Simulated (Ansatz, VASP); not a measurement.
# One calculation of ZrB, two programs

Contents of INCAR:

```
PREC = Accurate ; ENCUT = 520
EDIFF = 1E-6 ; ISMEAR = 0
SIGMA = 0.15 ; LREAL = False
LASPH = True ; NELM = 100
ALGO = Normal ; ISIF = 2
LWAVE = False ; LCHARG = False
GGA = CA ; NBANDS = 14
```

File KPOINTS:

```
regular mesh
0
Gamma
  16 16 16
```

POSCAR

```
ZrB
1.0
    0.0000000000      2.4153850465      2.4153850465
    2.2463080932      0.0000000000      2.4153850465
    2.2463080932      2.4153850465      0.0000000000
Zr B
1 1
Direct
    0.0000000000      0.0000000000      0.0000000000
    0.5000000000      0.5000000000      0.5000000000
```

Input for Ansatz:

```yaml
crystal:
  lattice:
    - [0.0, 2.4153850465, 2.4153850465]
    - [2.2463080932, 0.0, 2.4153850465]
    - [2.2463080932, 2.4153850465, 0.0]
  atoms:
    - { symbol: Zr, position: [0.0, 0.0, 0.0] }
    - { symbol: B, position: [0.5, 0.5, 0.5] }
basis:
  ecutwfc: 520.0
kpoints:
  mp_grid: { grid: [16, 16, 16] }
hamiltonian:
  xc: lda
scf:
  occupations: { method: gaussian, width: 0.15 }
output:
  forces: true
  stress: true
  eigenvalues: true
```

Change from the starting cell: normal strain along x -0.0700, normal strain along z +0.0000.

Alike in both runs: task single point; functional LDA; k mesh 16 × 16 × 16; occupations gaussian, width 0.15 eV; no spin polarisation.

|  | VASP | Ansatz |
| --- | --- | --- |
| version | VASP 6.6.1 | Ansatz 0.2.0 |
| potentials or method | VASP PAW LDA potentials, release 64 (Zr_sv, B), cutoff 520 eV | scalar-relativistic, plane waves, PAW |
| valence electrons in the cell | 15 | 15 |

VASP gave:

- gap on the k mesh at the Fermi level (eV): none
- pressure (GPa): 16.4
- traceless stress, the component that is largest in VASP (GPa): 20.08

Question: What did Ansatz give for the same quantities?

Answer: gap on the k mesh at the Fermi level (eV): none; pressure (GPa): 16.0; traceless stress, the component that is largest in VASP (GPa): 20.07.

LDA's correlation is that of Perdew and Zunger in VASP and of Perdew and Wang (1992) in Ansatz. A gap of «none» marks a metal or a gap that the smearing closes.
